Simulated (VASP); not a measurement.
Write the native input for VASP 6.6.1 that does the following.

* Task: single point
* Functional: r2SCAN
* Potentials or basis: VASP PAW PBE potentials, release 64 (Li_sv, Nb_sv, O)
* Cutoff: 520 eV
* k mesh: 12 × 12 × 12
* Occupations: gaussian, width 0.1 eV
* Spin: no spin polarisation
* Dipole correction: no
* Further INCAR settings: ALGO = Normal; EDIFF = 1e-06; NBANDS = 25

The system is LiNbO3.

```
Li Nb O
1.0
     3.41102    0.00000    0.00000
     0.00000    3.41102    0.00000
     0.00000    0.00000    3.41102
Li Nb O
1 1 3
Direct
  0.50000 0.50000 0.50000
  0.00000 0.00000 0.00000
  0.00000 0.50000 0.50000
  0.50000 0.00000 0.50000
  0.50000 0.50000 0.00000
```

The input as run:

POSCAR

```
LiNbO3
1.0
    3.4110247460      0.0000000000      0.0000000000
    0.0000000000      3.4110247460      0.0000000000
    0.0000000000      0.0000000000      3.4110247460
Li Nb O
1 1 3
Direct
    0.5000000000      0.5000000000      0.5000000000
    0.0000000000      0.0000000000      0.0000000000
    0.0000000000      0.5000000000      0.5000000000
    0.5000000000      0.0000000000      0.5000000000
    0.5000000000      0.5000000000      0.0000000000
```

INCAR.step1

```
SYSTEM = LiNbO3
  PREC = Accurate
  ENCUT = 520
  ISMEAR = 0
  SIGMA = 0.1
  LREAL = .False.
  LASPH = .True.
  NELM = 60
  NBANDS = 25
  GGA = PE
  ALGO = Normal
  EDIFF = 1E-4
  LWAVE = .True.
  LCHARG = .False.
```

INCAR.step2

```
SYSTEM = LiNbO3
  PREC = Accurate
  ENCUT = 520
  EDIFF = 1E-6
  ISMEAR = 0
  SIGMA = 0.1
  LREAL = .False.
  LASPH = .True.
  NELM = 60
  ALGO = Normal
  ISIF = 2
  LWAVE = .False.
  LCHARG = .False.
  METAGGA = R2SCAN
  LMIXTAU = .True.
  NBANDS = 25
  ISTART = 1
```

KPOINTS

```
regular mesh
0
Gamma
  12 12 12
  0 0 0
```

Potentials or basis: VASP PAW PBE potentials, release 64 (Li_sv, Nb_sv, O).

Launch:

```bash
$ cat potpaw_PBE.64/Li_sv/POTCAR potpaw_PBE.64/Nb_sv/POTCAR potpaw_PBE.64/O/POTCAR > POTCAR
$ cp INCAR.step1 INCAR
$ mpirun -np 1 vasp_std > vasp.out
$ cp INCAR.step2 INCAR
$ mpirun -np 1 vasp_std > vasp.out
```

It gave:

| Property | Result |
| --- | --- |
| Band gap on the k mesh | zero (band 17 reaches 8.73 eV, above the bottom of band 18 at 8.26 eV) |

Wall time 10 min on 1 thread of Intel Xeon 8259CL, with other jobs on the host, peak memory 0.22 GiB.
